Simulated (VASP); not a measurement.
# PbO2 (Fm-3m) in VASP: further runs

PbO2 is run at these levels: PBE, PBEsol+D4; tasks: single point.

Everything below comes from runs of VASP 6.6.1. Logs are shortened: lines on timing, memory, paths and dates and some standing lists are left out, and cuts for length are marked.

## (1) The cell of the first run

The structure is cubic, space group Fm-3m (No. 225). Conventional cell: a = 5.153 Å, b = 5.153 Å, c = 5.153 Å, α = 90.00°, β = 90.00°, γ = 90.00°. Pb (site symmetry m-3m) has 8 O at 2.23 Å within 3.0 Å. Within 3.0 Å of O (site symmetry -43m) lie 4 Pb at 2.23 Å and 6 O at 2.58 Å.

## (2) Single point, PBE

INCAR

```
SYSTEM = PbO2
PREC = Accurate
ENCUT = 600
EDIFF = 1E-6
ISMEAR = 0
SIGMA = 0.1
LREAL = .FALSE.
LASPH = .TRUE.
NELM = 120
ALGO = Normal
ISIF = 2
LWAVE = .FALSE.
LCHARG = .FALSE.
GGA = PE
NBANDS = 20
GGA_COMPAT = .FALSE.
```

KPOINTS

```
Automatic mesh
0
G
  6 6 6
  0 0 0
```

POSCAR

```
PbO2
1.0
    0.0000000000      2.5764620980      2.5764620980
    2.5764620980      0.0000000000      2.5764620980
    2.5764620980      2.5764620980      0.0000000000
Pb O
1 2
Direct
    0.0000000000      0.0000000000      0.0000000000
    0.2500000000      0.2500000000      0.2500000000
    0.7500000000      0.7500000000      0.7500000000
```

Potentials or basis: VASP PAW PBE potentials, release 64 (Pb_d, O).

On the command line:

```sh
cat potpaw_PBE.64/Pb_d/POTCAR potpaw_PBE.64/O/POTCAR > POTCAR
mpirun -np 1 vasp_std > vasp.out
```

OUTCAR:

```text
SYSTEM = PbO2
   PREC = Accurate
   ENCUT = 600
   EDIFF = 1E-6
   ISMEAR = 0
   LREAL = .FALSE.
   LASPH = .TRUE.
   NELM = 120
   ISIF = 2
   GGA = PE

 ion  position               nearest neighbor table
   1  0.000  0.000  0.000-   3 2.23   3 2.23   3 2.23   2 2.23   2 2.23   2 2.23   3 2.23   2 2.23

   2  0.250  0.250  0.250-   1 2.23   1 2.23   1 2.23   1 2.23
   3  0.750  0.750  0.750-   1 2.23   1 2.23   1 2.23   1 2.23

  LATTYP: Found a face centered cubic cell.
 ALAT       =     5.1529241960

  Lattice vectors:

 A1 = (   0.0000000000,   2.5764620980,   2.5764620980)
 A2 = (   2.5764620980,   0.0000000000,   2.5764620980)
 A3 = (   2.5764620980,   2.5764620980,   0.0000000000)

Analysis of symmetry for initial positions (statically):
=====================================================================
 Subroutine PRICEL returns:
 Original cell was already a primitive cell.

 Routine SETGRP: Setting up the symmetry group for a
 face centered cubic supercell.

 Subroutine GETGRP returns: Found 48 space group operations
 (whereof 48 operations were pure point group operations)
 out of a pool of 48 trial point group operations.

The static configuration has the point symmetry O_h .

Analysis of symmetry for dynamics (positions and initial velocities):
=====================================================================
 Subroutine PRICEL returns:
 Original cell was already a primitive cell.

 Routine SETGRP: Setting up the symmetry group for a
 face centered cubic supercell.

 Subroutine GETGRP returns: Found 48 space group operations
 (whereof 48 operations were pure point group operations)
 out of a pool of 48 trial point group operations.

The dynamic configuration has the point symmetry O_h .

 Subroutine INISYM returns: Found 48 space group operations
 (whereof 48 operations are pure point group operations),
 and found     1 'primitive' translations

----------------------------------------------------------------------------------------

                                     Primitive cell

  volume of cell :      34.2059

  direct lattice vectors                    reciprocal lattice vectors
     0.000000000  2.576462098  2.576462098    -0.194064566  0.194064566  0.194064566
     2.576462098  0.000000000  2.576462098     0.194064566 -0.194064566  0.194064566
     2.576462098  2.576462098  0.000000000     0.194064566  0.194064566 -0.194064566

  length of vectors
     3.643667642  3.643667642  3.643667642     0.336129689  0.336129689  0.336129689

  position of ions in fractional coordinates (direct lattice)
     0.000000000  0.000000000  0.000000000
     0.250000000  0.250000000  0.250000000
     0.750000000  0.750000000  0.750000000

  ion indices of the primitive-cell ions
   primitive index   ion index
                 1           1
                 2           2
                 3           3

----------------------------------------------------------------------------------------

 KPOINTS: Automatic mesh

Automatic generation of k-mesh.
 Grid dimensions read from file:
 generate k-points for:    6    6    6

 Generating k-lattice:

  Cartesian coordinates                     Fractional coordinates (reciprocal lattice)
    -0.032344094  0.032344094  0.032344094     0.166666667  0.000000000  0.000000000
     0.032344094 -0.032344094  0.032344094     0.000000000  0.166666667  0.000000000
     0.032344094  0.032344094 -0.032344094     0.000000000  0.000000000  0.166666667

  Length of vectors
     0.056021615  0.056021615  0.056021615

  Shift w.r.t. Gamma in fractional coordinates (k-lattice)
     0.000000000  0.000000000  0.000000000

 Subroutine IBZKPT returns following result:
 ===========================================

 Found     16 irreducible k-points:

 Following reciprocal coordinates:
            Coordinates               Weight
  0.000000  0.000000  0.000000      1.000000
  0.166667  0.000000  0.000000      8.000000
  0.333333  0.000000  0.000000      8.000000
  0.500000  0.000000  0.000000      4.000000
  0.166667  0.166667  0.000000      6.000000
  0.333333  0.166667  0.000000     24.000000
[... 8 lines left out ...]
 -0.333333  0.333333  0.166667     24.000000
 -0.333333  0.500000  0.166667     12.000000
   k-points           NKPTS =     16   k-points in BZ     NKDIM =     16   number of bands    NBANDS=     20
   number of dos      NEDOS =    301   number of ions     NIONS =      3
   total plane-waves  NPLWV =  27000
   dimension x,y,z NGX =    30 NGY =   30 NGZ =   30
   dimension x,y,z NGXF=    60 NGYF=   60 NGZF=   60
   ions per type =               1   2
   NGX,Y,Z   is equivalent  to a cutoff of  13.69, 13.69, 13.69 a.u.
   NGXF,Y,Z  is equivalent  to a cutoff of  27.38, 27.38, 27.38 a.u.
 SYSTEM =  PbO2
   PREC   = accura    normal or accurate (medium, high low for compatibility)
   ISTART =      0    job   : 0-new  1-cont  2-samecut
   ICHARG =      2    charge: 1-file 2-atom 10-const
   ISPIN  =      1    spin polarized calculation?
   LNONCOLLINEAR =      F non collinear calculations
   LSORBIT =      F    spin-orbit coupling
   LASPH  =      T    aspherical Exc in radial PAW
   ENCUT  =  600.0 eV  44.10 Ry    6.64 a.u.   7.28  7.28  7.28*2*pi/ulx,y,z
   NELM   =    120;   NELMIN=  2; NELMDL= -5     # of ELM steps
   EDIFF  = 0.1E-05   stopping-criterion for ELM
   LREAL  =      F    real-space projection
   EDIFFG = 0.1E-04   stopping-criterion for IOM
   NSW    =      0    number of steps for IOM
   IBRION =     -1    ionic relax: 0-MD 1-quasi-New 2-CG
   NFREE  =      0    steps in history (QN), initial steepest desc. (CG)
   ISIF   =      2    stress and relaxation
   ISYM   =      2    0-nonsym 1-usesym 2-fastsym
   POTIM  = 0.5000    time-step for ionic-motion
   TEBEG  =    0.0;   TEEND  =   0.0 temperature during run
   PSTRESS=    0.0 pullay stress
   NELECT =      26.0000    total number of electrons
   NUPDOWN=      -1.0000    fix difference up-down
   EMIN   =  10.00;   EMAX   =-10.00  energy-range for DOS
   EFERMI =   0.00;   METHOD = LEGACY
   ISMEAR =     0;   SIGMA  =   0.10  broadening in eV -4-tet -1-fermi 0-gaus
   EFERMI_NEDOS =   21; number of points for ismear=-14 and -15
   IALGO  =     38    algorithm
   IMIX   =      4    mixing-type and parameters
     AMIX     =   0.40;   BMIX     =  1.00
     AMIX_MAG =   1.60;   BMIX_MAG =  1.00
  volume/ion in A,a.u.               =      11.40        76.94
  Fermi-wavevector in a.u.,A,eV,Ry     =   1.494051  2.823348 30.370781  2.232189
  Thomas-Fermi vector in A             =   2.606374
   LORBIT       =      0    0 simple, 1 ext, 2 COOP (PROOUT), +10 PAW based schemes
   GGA     = PE    functional components
   LHFCALC =     F    Hartree Fock is set to
   AEXX    =    0.0000 exact exchange contribution
   IVDW    =     0    specifies the selected vdW correction
   LEPSILON=     F    determine dielectric tensor
   LRPA    =     F    only Hartree local field effects (RPA)
 non-spin polarized calculation
 Gauss-broadening in eV      SIGMA  =   0.10
  energy-cutoff  :      600.00
  volume of cell :       34.21
 maximum number of plane-waves:      1158
 NGX is ok and might be reduce to    30
   NGX = 15   NGY = 15   NGZ = 15

 number of electron      25.9999997 magnetization

 Free energy of the ion-electron system (eV)
  ---------------------------------------------------
  ext. energy  EPLUGINS =         0.00000000
  ---------------------------------------------------
  free energy    TOTEN  =       -15.20635013 eV

  energy without entropy =      -15.20514417  energy(sigma->0) =      -15.20574715

 E-fermi :   7.6952     XC(G=0): -11.9350

 val. band max:        7.5973576027   @ k =  -0.3333   0.5000   0.1667
 cond. band min:       8.5923572821   @ k =   0.1667   0.1667   0.0000
 fundamental gap:      0.9949996794
 Fermi energy:         7.6951838339

 k-point     1 :       0.0000    0.0000    0.0000
  band No.  band energies     occupation
      1     -12.1744      2.00000
      2      -8.3879      2.00000
      3      -8.3565      2.00000
      4      -8.3565      2.00000
      5      -8.3565      2.00000
      6      -7.9262      2.00000
[... 12 lines left out ...]
     19      23.9772      0.00000
     20      23.9772      0.00000

 k-point     2 :       0.1667    0.0000    0.0000
  band No.  band energies     occupation
      1     -11.9012      2.00000
      2      -9.4929      2.00000
      3      -8.3058      2.00000
      4      -8.3058      2.00000
      5      -7.9287      2.00000
      6      -7.9287      2.00000
[... 12 lines left out ...]
     19      23.8316      0.00000
     20      23.8316      0.00000

 k-point     3 :       0.3333    0.0000    0.0000
  band No.  band energies     occupation
      1     -11.3802      2.00000
      2     -10.0528      2.00000
      3      -8.2389      2.00000
      4      -8.2389      2.00000
      5      -7.8934      2.00000
      6      -7.8934      2.00000
[... 12 lines left out ...]
     19      23.6744      0.00000
     20      23.9243      0.00000

 k-point     4 :       0.5000    0.0000    0.0000
  band No.  band energies     occupation
      1     -11.2566      2.00000
      2      -9.9609      2.00000
      3      -8.2273      2.00000
      4      -8.2273      2.00000
      5      -7.8508      2.00000
      6      -7.8508      2.00000
[... 12 lines left out ...]
     19      23.5613      0.00000
     20      23.5613      0.00000

 k-point     5 :       0.1667    0.1667    0.0000
  band No.  band energies     occupation
      1     -11.7993      2.00000
      2      -9.7083      2.00000
      3      -8.2582      2.00000
      4      -8.2582      2.00000
      5      -7.9732      2.00000
      6      -7.9002      2.00000
[... 12 lines left out ...]
     19      23.9589      0.00000
     20      24.0875      0.00000

 k-point     6 :       0.3333    0.1667    0.0000
  band No.  band energies     occupation
      1     -11.3038      2.00000
      2     -10.2666      2.00000
      3      -8.1727      2.00000
      4      -8.1295      2.00000
      5      -7.9621      2.00000
      6      -7.8682      2.00000
[... 12 lines left out ...]
     19      24.0034      0.00000
     20      26.2452      0.00000

 k-point     7 :       0.5000    0.1667    0.0000
  band No.  band energies     occupation
      1     -11.0905      2.00000
      2     -10.2934      2.00000
      3      -8.1493      2.00000
      4      -8.0654      2.00000
      5      -7.8503      2.00000
      6      -7.6644      2.00000
[... 12 lines left out ...]
     19      23.9449      0.00000
     20      26.1237      0.00000

 k-point     8 :      -0.3333    0.1667    0.0000
  band No.  band energies     occupation
      1     -11.1150      2.00000
      2     -10.3304      2.00000
      3      -8.1601      2.00000
      4      -8.0517      2.00000
      5      -7.9220      2.00000
      6      -7.6563      2.00000
[... 12 lines left out ...]
     19      23.4790      0.00000
     20      26.1932      0.00000

 k-point     9 :      -0.1667    0.1667    0.0000
  band No.  band energies     occupation
      1     -11.5135      2.00000
      2     -10.0517      2.00000
      3      -8.2378      2.00000
      4      -8.1588      2.00000
      5      -7.9614      2.00000
      6      -7.8711      2.00000
[... 12 lines left out ...]
     19      23.5379      0.00000
     20      25.2344      0.00000

 k-point    10 :       0.3333    0.3333    0.0000
  band No.  band energies     occupation
      1     -10.8908      2.00000
      2     -10.6391      2.00000
      3      -8.0860      2.00000
      4      -8.0432      2.00000
      5      -8.0432      2.00000
      6      -7.8480      2.00000
[... 12 lines left out ...]
     19      23.9400      0.00000
     20      27.1063      0.00000

 k-point    11 :       0.5000    0.3333    0.0000
  band No.  band energies     occupation
      1     -10.8606      2.00000
      2     -10.5320      2.00000
      3      -8.1166      2.00000
      4      -7.9920      2.00000
      5      -7.8421      2.00000
      6      -7.6873      2.00000
[... 12 lines left out ...]
     19      24.3442      0.00000
     20      25.6951      0.00000

 k-point    12 :      -0.3333    0.3333    0.0000
  band No.  band energies     occupation
      1     -10.8634      2.00000
      2     -10.5604      2.00000
      3      -8.0552      2.00000
      4      -8.0216      2.00000
      5      -7.9124      2.00000
      6      -6.9786      2.00000
[... 12 lines left out ...]
     19      23.9852      0.00000
     20      25.8185      0.00000

 k-point    13 :       0.5000    0.5000    0.0000
  band No.  band energies     occupation
      1     -10.9694      2.00000
      2     -10.3018      2.00000
      3      -8.1656      2.00000
      4      -7.9249      2.00000
      5      -7.9249      2.00000
      6      -7.8217      2.00000
[... 12 lines left out ...]
     19      23.9410      0.00000
     20      25.7630      0.00000

 k-point    14 :       0.5000    0.3333    0.1667
  band No.  band energies     occupation
      1     -10.8831      2.00000
      2     -10.6130      2.00000
      3      -8.0700      2.00000
      4      -8.0541      2.00000
      5      -7.9177      2.00000
      6      -7.6286      2.00000
[... 12 lines left out ...]
     19      24.0669      0.00000
     20      25.9406      0.00000

 k-point    15 :      -0.3333    0.3333    0.1667
  band No.  band energies     occupation
      1     -10.8577      2.00000
      2     -10.5683      2.00000
      3      -8.0540      2.00000
      4      -8.0182      2.00000
      5      -7.8901      2.00000
      6      -7.0895      2.00000
[... 12 lines left out ...]
     19      24.1899      0.00000
     20      25.9215      0.00000

 k-point    16 :      -0.3333    0.5000    0.1667
  band No.  band energies     occupation
      1     -10.8503      2.00000
      2     -10.5346      2.00000
      3      -8.1006      2.00000
      4      -7.9245      2.00000
      5      -7.8755      2.00000
      6      -7.3572      2.00000
[... 12 lines left out ...]
     19      24.8608      0.00000
     20      25.0542      0.00000

------------------------ aborting loop because EDIFF is reached ----------------------------------------

  FORCE on cell =-STRESS in cart. coord.  units (eV):
  Direction    XX          YY          ZZ          XY          YZ          ZX
  --------------------------------------------------------------------------------------
  -------------------------------------------------------------------------------------
  Total        5.9179521      5.9179521      5.9179521      0.0000000      0.0000000     -0.0000000
  in kB      277.1920402    277.1920402    277.1920402      0.0000000      0.0000000     -0.0000000
  external PRESSURE =     277.1920402 kB  Pullay stress =       0.0000000 kB

 VOLUME and BASIS-vectors are now :
 -----------------------------------------------------------------------------
  energy-cutoff  :      600.00
  volume of cell :       34.21
      direct lattice vectors                 reciprocal lattice vectors
     0.000000000  2.576462098  2.576462098    -0.194064566  0.194064566  0.194064566
     2.576462098  0.000000000  2.576462098     0.194064566 -0.194064566  0.194064566
     2.576462098  2.576462098  0.000000000     0.194064566  0.194064566 -0.194064566

 POSITION                                       TOTAL-FORCE (eV/Angst)
 -----------------------------------------------------------------------------------
      0.00000      0.00000      0.00000         0.000000     -0.000000      0.000000
      1.28823      1.28823      1.28823         0.000000      0.000000     -0.000000
      3.86469      3.86469      3.86469        -0.000000     -0.000000      0.000000
 -----------------------------------------------------------------------------------
    total drift:                                0.000000     -0.000000      0.000000

  FREE ENERGIE OF THE ION-ELECTRON SYSTEM (eV)
  ---------------------------------------------------
  free  energy   TOTEN  =       -15.2063501347 eV

  energy  without entropy=      -15.2051441672  energy(sigma->0) =      -15.20574715
```

Run time: 28 s. Hardware: 1 thread of Intel Xeon Platinum 8259CL at 2.50GHz (Skylake/Cascade Lake), shared host; peak memory 0.17 GiB.

What came out:

```
Free energy            : -15.2064 eV
Pressure               : 27.7 GPa
Band gap on the k mesh : zero (bands 13 and 14 overlap by 1.51 eV)
```

Levels at points of the mesh, in eV from the Fermi level:
```tsv
k point	band 9	band 10	band 11	band 12	band 13	band 14	band 15	band 16	band 17	band 18
(0.00, 0.00, 0.00)	-2.29	-2.29	-1.66	-1.61	-1.61	-1.61	7.29	7.29	7.29	12.40
(0.50, 0.00, 0.00)	-4.03	-3.48	-3.48	-1.71	-1.71	3.44	7.58	10.56	10.56	15.56
(0.50, 0.50, 0.00)	-5.49	-5.49	-0.50	-0.26	-0.26	2.26	7.10	9.68	12.20	12.20
```

Caveat: the cell stands under pressure; spin-orbit coupling is left out, which moves the levels of the heavy elements.

## (3) Single point, PBEsol+D4

This run uses another cell than the first one, of 13.15 Å³/atom.

INCAR

```
ALGO = Normal ; EDIFF = 1E-6
ENCUT = 600 ; GGA = PS
GGA_COMPAT = False ; ISIF = 2
ISMEAR = 0 ; IVDW = 13
LASPH = True ; LCHARG = True
LELF = True ; LREAL = False
LVHAR = True ; LWAVE = False
NBANDS = 20 ; NELM = 120
PREC = Accurate ; SIGMA = 0.1
```

KPOINTS

```
k-points
0
Gamma
  6 6 6
```

POSCAR

```
PbO2
1.0
    0.0000000000      2.7019920000      2.7019920000
    2.7019920000      0.0000000000      2.7019920000
    2.7019920000      2.7019920000      0.0000000000
Pb O
1 2
Direct
    0.0420000000      0.9070000000      0.4680000000
    0.2920000000      1.1570000000      0.7180000000
    0.7920000000      1.6570000000      1.2180000000
```

Potentials or basis: VASP PAW PBE potentials, release 64 (Pb_d, O).

On the command line:

```sh
cat potpaw_PBE.64/Pb_d/POTCAR potpaw_PBE.64/O/POTCAR > POTCAR
mpirun -np 1 vasp_std > vasp.out
```

Run time: 25 s. Hardware: 1 thread of Intel Xeon Platinum 8259CL at 2.50GHz (Skylake/Cascade Lake), shared host; peak memory 0.18 GiB.

The run converged. Its results:

| Item | Value |
| --- | --- |
| Free energy | -17.2422 eV |
| Pressure | -7.7 GPa |
| Band gap on the k mesh | zero (bands 13 and 14 overlap by 1.21 eV) |
| Dispersion energy per atom | -0.157 eV |

Levels at points of the mesh, in eV from the Fermi level:
```tsv
k point	band 9	band 10	band 11	band 12	band 13	band 14	band 15	band 16	band 17	band 18
(0.00, 0.00, 0.00)	-2.08	-2.08	-2.08	-1.31	-1.31	-1.31	6.74	6.74	6.74	11.40
(0.50, 0.00, 0.00)	-3.42	-2.89	-2.89	-1.51	-1.51	2.46	6.90	9.29	9.29	14.08
(0.50, 0.50, 0.00)	-4.62	-4.62	-0.33	-0.22	-0.22	1.51	5.97	9.13	10.61	10.61
```

Caveat: the cell stands under tension; the PAW data sets were made with another functional, which shifts forces and pressure a little; spin-orbit coupling is left out, which moves the levels of the heavy elements.

(Part 1 of 2 ends here.)
